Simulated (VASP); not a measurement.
# GaN (F-43m) in VASP: further runs

GaN is run at these levels: PBE; tasks: single point.

Program: VASP 6.6.1. These are calculated values, not measurements. Logs are shortened: lines on timing, memory, paths and dates and some standing lists are left out, and cuts for length are marked.

### Step 1. The cell of the first run

It takes space group F-43m (No. 216, cubic). The conventional cell has a = 4.507 Å, b = 4.507 Å, c = 4.507 Å, α = 90.00°, β = 90.00°, γ = 90.00°. Within 2.6 Å of Ga (site symmetry -43m) lie 4 N at 1.95 Å. Within 2.6 Å of N (site symmetry -43m) lie 4 Ga at 1.95 Å.

### Step 2. Single point, PBE

The input, INCAR:

```
PREC = Accurate ; ENCUT = 520
EDIFF = 1E-6 ; ISMEAR = 0
SIGMA = 0.016 ; LREAL = False
LASPH = True ; NELM = 80
ALGO = Normal ; ISIF = 2
LWAVE = False ; LCHARG = False
GGA = PE ; NBANDS = 16
```

The input, KPOINTS:

```
Automatic mesh
0
Gamma
  10 10 10
```

The input, POSCAR:

```
GaN
1.0
    0.0000000000      2.2535006075      2.2535006075
    2.2535006075      0.0000000000      2.2535006075
    2.2535006075      2.2535006075      0.0000000000
Ga N
1 1
Direct
    0.0000000000      0.0000000000      0.0000000000
    0.2500000000      0.2500000000      0.2500000000
```

Potentials or basis: VASP PAW PBE potentials, release 64 (Ga_d, N).

On the command line:

```console
cat potpaw_PBE.64/Ga_d/POTCAR potpaw_PBE.64/N/POTCAR > POTCAR
mpirun -np 1 vasp_std > vasp.out
```

OUTCAR:

```text
PREC = Accurate
   ENCUT = 520
   EDIFF = 1E-6
   ISMEAR = 0
   LREAL = False
   LASPH = True
   NELM = 80
   ISIF = 2
   GGA = PE

 ion  position               nearest neighbor table
   1  0.000  0.000  0.000-   2 1.95   2 1.95   2 1.95   2 1.95
   2  0.250  0.250  0.250-   1 1.95   1 1.95   1 1.95   1 1.95

  LATTYP: Found a face centered cubic cell.
 ALAT       =     4.5070012150

  Lattice vectors:

 A1 = (   0.0000000000,   2.2535006075,   2.2535006075)
 A2 = (   2.2535006075,   0.0000000000,   2.2535006075)
 A3 = (   2.2535006075,   2.2535006075,   0.0000000000)

Analysis of symmetry for initial positions (statically):
=====================================================================
 Subroutine PRICEL returns:
 Original cell was already a primitive cell.

 Routine SETGRP: Setting up the symmetry group for a
 face centered cubic supercell.

 Subroutine GETGRP returns: Found 24 space group operations
 (whereof 24 operations were pure point group operations)
 out of a pool of 48 trial point group operations.

The static configuration has the point symmetry T_d .

Analysis of symmetry for dynamics (positions and initial velocities):
=====================================================================
 Subroutine PRICEL returns:
 Original cell was already a primitive cell.

 Routine SETGRP: Setting up the symmetry group for a
 face centered cubic supercell.

 Subroutine GETGRP returns: Found 24 space group operations
 (whereof 24 operations were pure point group operations)
 out of a pool of 48 trial point group operations.

The dynamic configuration has the point symmetry T_d .

 Subroutine INISYM returns: Found 24 space group operations
 (whereof 24 operations are pure point group operations),
 and found     1 'primitive' translations

----------------------------------------------------------------------------------------

                                     Primitive cell

  volume of cell :      22.8877

  direct lattice vectors                    reciprocal lattice vectors
     0.000000000  2.253500607  2.253500607    -0.221877020  0.221877020  0.221877020
     2.253500607  0.000000000  2.253500607     0.221877020 -0.221877020  0.221877020
     2.253500607  2.253500607  0.000000000     0.221877020  0.221877020 -0.221877020

  length of vectors
     3.186931122  3.186931122  3.186931122     0.384302272  0.384302272  0.384302272

  position of ions in fractional coordinates (direct lattice)
     0.000000000  0.000000000  0.000000000
     0.250000000  0.250000000  0.250000000

  ion indices of the primitive-cell ions
   primitive index   ion index
                 1           1
                 2           2

----------------------------------------------------------------------------------------

 KPOINTS: Automatic mesh

Automatic generation of k-mesh.
 Grid dimensions read from file:
 generate k-points for:   10   10   10

 Generating k-lattice:

  Cartesian coordinates                     Fractional coordinates (reciprocal lattice)
    -0.022187702  0.022187702  0.022187702     0.100000000  0.000000000  0.000000000
     0.022187702 -0.022187702  0.022187702     0.000000000  0.100000000  0.000000000
     0.022187702  0.022187702 -0.022187702     0.000000000  0.000000000  0.100000000

  Length of vectors
     0.038430227  0.038430227  0.038430227

  Shift w.r.t. Gamma in fractional coordinates (k-lattice)
     0.000000000  0.000000000  0.000000000

 Subroutine IBZKPT returns following result:
 ===========================================

 Found     47 irreducible k-points:

 Following reciprocal coordinates:
            Coordinates               Weight
  0.000000  0.000000  0.000000      1.000000
  0.100000  0.000000  0.000000      8.000000
  0.200000  0.000000  0.000000      8.000000
  0.300000  0.000000  0.000000      8.000000
  0.400000  0.000000  0.000000      8.000000
  0.500000  0.000000  0.000000      4.000000
[... 16 lines left out ...]
  0.300000  0.300000  0.000000      6.000000
  0.400000  0.300000  0.000000     24.000000
 [... further k-points ...]
   k-points           NKPTS =     47   k-points in BZ     NKDIM =     47   number of bands    NBANDS=     16
   number of dos      NEDOS =    301   number of ions     NIONS =      2
   total plane-waves  NPLWV =  13824
   dimension x,y,z NGX =    24 NGY =   24 NGZ =   24
   dimension x,y,z NGXF=    48 NGYF=   48 NGZF=   48
   ions per type =               1   1
   NGX,Y,Z   is equivalent  to a cutoff of  12.52, 12.52, 12.52 a.u.
   NGXF,Y,Z  is equivalent  to a cutoff of  25.04, 25.04, 25.04 a.u.
 SYSTEM =  unknown system
   PREC   = accura    normal or accurate (medium, high low for compatibility)
   ISTART =      0    job   : 0-new  1-cont  2-samecut
   ICHARG =      2    charge: 1-file 2-atom 10-const
   ISPIN  =      1    spin polarized calculation?
   LNONCOLLINEAR =      F non collinear calculations
   LSORBIT =      F    spin-orbit coupling
   LASPH  =      T    aspherical Exc in radial PAW
   ENCUT  =  520.0 eV  38.22 Ry    6.18 a.u.   5.93  5.93  5.93*2*pi/ulx,y,z
   NELM   =     80;   NELMIN=  2; NELMDL= -5     # of ELM steps
   EDIFF  = 0.1E-05   stopping-criterion for ELM
   LREAL  =      F    real-space projection
   EDIFFG = 0.1E-04   stopping-criterion for IOM
   NSW    =      0    number of steps for IOM
   IBRION =     -1    ionic relax: 0-MD 1-quasi-New 2-CG
   NFREE  =      0    steps in history (QN), initial steepest desc. (CG)
   ISIF   =      2    stress and relaxation
   ISYM   =      2    0-nonsym 1-usesym 2-fastsym
   POTIM  = 0.5000    time-step for ionic-motion
   TEBEG  =    0.0;   TEEND  =   0.0 temperature during run
   PSTRESS=    0.0 pullay stress
   NELECT =      18.0000    total number of electrons
   NUPDOWN=      -1.0000    fix difference up-down
   EMIN   =  10.00;   EMAX   =-10.00  energy-range for DOS
   EFERMI =   0.00;   METHOD = LEGACY
   ISMEAR =     0;   SIGMA  =   0.02  broadening in eV -4-tet -1-fermi 0-gaus
   EFERMI_NEDOS =   21; number of points for ismear=-14 and -15
   IALGO  =     38    algorithm
   IMIX   =      4    mixing-type and parameters
     AMIX     =   0.40;   BMIX     =  1.00
     AMIX_MAG =   1.60;   BMIX_MAG =  1.00
  volume/ion in A,a.u.               =      11.44        77.23
  Fermi-wavevector in a.u.,A,eV,Ry     =   1.511117  2.855596 31.068543  2.283473
  Thomas-Fermi vector in A             =   2.621216
   LORBIT       =      0    0 simple, 1 ext, 2 COOP (PROOUT), +10 PAW based schemes
   GGA     = PE    functional components
   LHFCALC =     F    Hartree Fock is set to
   AEXX    =    0.0000 exact exchange contribution
   IVDW    =     0    specifies the selected vdW correction
   LEPSILON=     F    determine dielectric tensor
   LRPA    =     F    only Hartree local field effects (RPA)
 non-spin polarized calculation
 Gauss-broadening in eV      SIGMA  =   0.02
  energy-cutoff  :      520.00
  volume of cell :       22.89
 maximum number of plane-waves:       636
   NGX = 11   NGY = 11   NGZ = 11

 number of electron      18.0000004 magnetization

 Free energy of the ion-electron system (eV)
  ---------------------------------------------------
  ext. energy  EPLUGINS =         0.00000000
  ---------------------------------------------------
  free energy    TOTEN  =       -12.14320721 eV

  energy without entropy =      -12.14320721  energy(sigma->0) =      -12.14320721

 E-fermi :   5.3479     XC(G=0): -11.6669

 val. band max:        5.2811952845   @ k =   0.0000   0.0000   0.0000
 cond. band min:       7.0056103275   @ k =   0.0000   0.0000   0.0000
 fundamental gap:      1.7244150430
 Fermi energy:         5.3479208276

 k-point     1 :       0.0000    0.0000    0.0000
  band No.  band energies     occupation
      1     -10.6523      2.00000
      2      -8.1604      2.00000
      3      -8.1604      2.00000
      4      -8.1604      2.00000
      5      -7.8407      2.00000
      6      -7.8407      2.00000
[... 8 lines left out ...]
     15      24.1369      0.00000
     16      24.1369      0.00000

 k-point     2 :       0.1000    0.0000    0.0000
  band No.  band energies     occupation
      1     -10.5423      2.00000
      2      -8.1468      2.00000
      3      -8.1468      2.00000
      4      -8.1215      2.00000
      5      -7.8420      2.00000
      6      -7.8420      2.00000
[... 8 lines left out ...]
     15      22.8360      0.00000
     16      22.8485      0.00000

 k-point     3 :       0.2000    0.0000    0.0000
  band No.  band energies     occupation
      1     -10.2652      2.00000
      2      -8.1152      2.00000
      3      -8.1152      2.00000
      4      -7.9586      2.00000
      5      -7.8408      2.00000
      6      -7.8408      2.00000
[... 8 lines left out ...]
     15      22.0688      0.00000
     16      22.0688      0.00000

 k-point     4 :       0.3000    0.0000    0.0000
  band No.  band energies     occupation
      1      -9.9710      2.00000
      2      -8.0872      2.00000
      3      -8.0872      2.00000
      4      -7.8273      2.00000
      5      -7.8273      2.00000
      6      -7.5623      2.00000
[... 8 lines left out ...]
     15      22.5500      0.00000
     16      22.5500      0.00000
[... 324 lines left out ...]
 k-point    22 :      -0.2000    0.2000    0.0000
  band No.  band energies     occupation
      1      -9.8808      2.00000
      2      -8.0709      2.00000
      3      -8.0564      2.00000
      4      -7.8628      2.00000
      5      -7.8530      2.00000
      6      -7.3869      2.00000
[... 8 lines left out ...]
     15      22.6574      0.00000
     16      25.8430      0.00000

 k-point    23 :       0.3000    0.3000    0.0000
  band No.  band energies     occupation
      1      -9.7950      2.00000
      2      -8.0121      2.00000
      3      -7.9707      2.00000
      4      -7.9707      2.00000
      5      -7.7905      2.00000
      6      -7.3726      2.00000
[... 8 lines left out ...]
     15      27.3182      0.00000
     16      27.7431      0.00000

 k-point    24 :       0.4000    0.3000    0.0000
  band No.  band energies     occupation
      1      -9.6789      2.00000
      2      -8.0306      2.00000
      3      -7.9364      2.00000
      4      -7.9359      2.00000
      5      -7.7803      2.00000
      6      -6.9184      2.00000
[... 8 lines left out ...]
     15      27.5927      0.00000
     16      27.7094      0.00000

 [... further k-points ...]
[... 5 lines left out ...]
  --------------------------------------------------------------------------------------
  -------------------------------------------------------------------------------------
  Total        0.7277652      0.7277652      0.7277652      0.0000000      0.0000000      0.0000000
  in kB       50.9446777     50.9446777     50.9446777      0.0000000      0.0000000      0.0000000
  external PRESSURE =      50.9446777 kB  Pullay stress =       0.0000000 kB

 VOLUME and BASIS-vectors are now :
 -----------------------------------------------------------------------------
  energy-cutoff  :      520.00
  volume of cell :       22.89
      direct lattice vectors                 reciprocal lattice vectors
     0.000000000  2.253500607  2.253500607    -0.221877020  0.221877020  0.221877020
     2.253500607  0.000000000  2.253500607     0.221877020 -0.221877020  0.221877020
     2.253500607  2.253500607  0.000000000     0.221877020  0.221877020 -0.221877020

 POSITION                                       TOTAL-FORCE (eV/Angst)
 -----------------------------------------------------------------------------------
      0.00000      0.00000      0.00000        -0.000000     -0.000000     -0.000000
      1.12675      1.12675      1.12675         0.000000      0.000000      0.000000
 -----------------------------------------------------------------------------------
    total drift:                                0.000002      0.000002      0.000002

  FREE ENERGIE OF THE ION-ELECTRON SYSTEM (eV)
  ---------------------------------------------------
  free  energy   TOTEN  =       -12.1432072070 eV

  energy  without entropy=      -12.1432072070  energy(sigma->0) =      -12.14320721
```

Wall time 36 s (1 thread of AMD EPYC 7R13, shared host); peak memory 0.12 GiB.

What came out:

```
Free energy            : -12.1432 eV
Pressure               : 5.1 GPa
Band gap on the k mesh : 1.72 eV, direct
```

(Part 1 of 2 ends here.)
